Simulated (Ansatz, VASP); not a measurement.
# C in VASP and in Ansatz

File INCAR:

```
SYSTEM = C
PREC = Accurate
ENCUT = 520
EDIFF = 1E-6
ISMEAR = 0
SIGMA = 0.15
LREAL = .False.
LASPH = .True.
NELM = 80
ALGO = Normal
ISIF = 2
LWAVE = .False.
LCHARG = .False.
GGA = PE
NBANDS = 16
```

Contents of KPOINTS:

```
regular mesh
0
Gamma
  18 18 6
  0 0 0
```

POSCAR

```
C
1.0
    1.2332770792     -2.1360444277      0.0000000000
    1.2332770792      2.1360444277      0.0000000000
    0.0000000000      0.0000000000      8.7070252276
C
4
Direct
    0.1233132961      0.8766867039      0.7208809177
    0.5433524124      0.4566475876      0.2791188696
    0.8766867039      0.1233132961      0.2791190823
    0.4566475876      0.5433524124      0.7208811304
```

Input for Ansatz:

```yaml
crystal:
  lattice:
    - [1.2332770792, -2.1360444277, 0.0]
    - [1.2332770792, 2.1360444277, 0.0]
    - [0.0, 0.0, 8.7070252276]
  atoms:
    - { symbol: C, position: [0.1233132961, 0.8766867039, 0.7208809177] }
    - { symbol: C, position: [0.5433524124, 0.4566475876, 0.2791188696] }
    - { symbol: C, position: [0.8766867039, 0.1233132961, 0.2791190823] }
    - { symbol: C, position: [0.4566475876, 0.5433524124, 0.7208811304] }
basis:
  ecutwfc: 520.0
kpoints:
  mp_grid: { grid: [18, 18, 6] }
hamiltonian:
  xc: pbe
  pseudopotentials: { kind: paw, azcp: { folder: soft_1 } }
scf:
  occupations: { method: gaussian, width: 0.15 }
output:
  forces: true
  stress: true
  eigenvalues: true
```

Change from the starting cell: mode 1 frozen in at -0.171 Å and mode 6 at -0.256 Å (largest displacements).

Alike in both runs: task single point; functional PBE; k mesh 18 × 18 × 6; occupations gaussian, width 0.15 eV; no spin polarisation.

|  | VASP | Ansatz |
| --- | --- | --- |
| version | VASP 6.6.1 | Ansatz 0.2.0 |
| potentials or method | VASP PAW PBE potentials, release 64 (C), cutoff 520 eV | scalar-relativistic, plane waves, PAW |
| valence electrons in the cell | 16 | 16 |

Ansatz gave:

```
gap on the k mesh at the Fermi level (eV)                     : 0.06
least direct gap on the mesh (eV)                             : 0.06
pressure (GPa)                                                : 0.0
traceless stress, the component that is largest in VASP (GPa) : 0.16
rms of the force components (eV/Å)                            : 0.006
```

**Question.** Which values does VASP return?

**Answer.** gap on the k mesh at the Fermi level (eV): 0.06; least direct gap on the mesh (eV): 0.06; pressure (GPa): 0.4; traceless stress, the component that is largest in VASP (GPa): -0.26; rms of the force components (eV/Å): 0.006.

Atom by atom the forces differ by 0.000 eV/Å (rms over components). The functional is the same, so the differences come from potentials, cutoffs and numerics.
